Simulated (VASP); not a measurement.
Here is a VASP 6.6.1 calculation.

Contents of INCAR:

```
ALGO = Normal
EDIFF = 1E-6
ENCUT = 520
GGA = PE
ISIF = 2
ISMEAR = 0
LASPH = T
LCHARG = F
LREAL = F
LWAVE = F
NBANDS = 30
NELM = 80
PREC = Accurate
SIGMA = 0.1
```

File KPOINTS:

```
k-points
0
Gamma
  4 4 4
```

The input POSCAR:

```
In3Se
1.0
    5.8591171158      0.0000000000      0.0000000000
    0.0000000000      5.8591171158      0.0000000000
    0.0000000000      0.0000000000      5.4480830773
In Se
3 1
Direct
    0.0000000000      0.5000000000      0.0000000000
    0.5000000000      0.0000000000      0.0000000000
    0.5000000000      0.5000000000      0.0000000000
    0.5000000000      0.5000000000      0.5000000000
```

Potentials or basis: VASP PAW PBE potentials, release 64 (In_d, Se).

The run is started by

```bash
$ cat potpaw_PBE.64/In_d/POTCAR potpaw_PBE.64/Se/POTCAR > POTCAR
$ mpirun -np 1 vasp_std > vasp.out
```

Task: Predict the band gap on the k mesh.

Result: Zero (an odd number of electrons rules out a gap without spin polarisation).

Task: Estimate the pressure.

Result: 0.0 GPa.

Stress tensor (GPa, compression positive):
```
 0.05  0.00  0.00
 0.00  0.05  0.00
 0.00  0.00 -0.03
```

Caveat: spin-orbit coupling is left out, which moves the levels of the heavy elements.
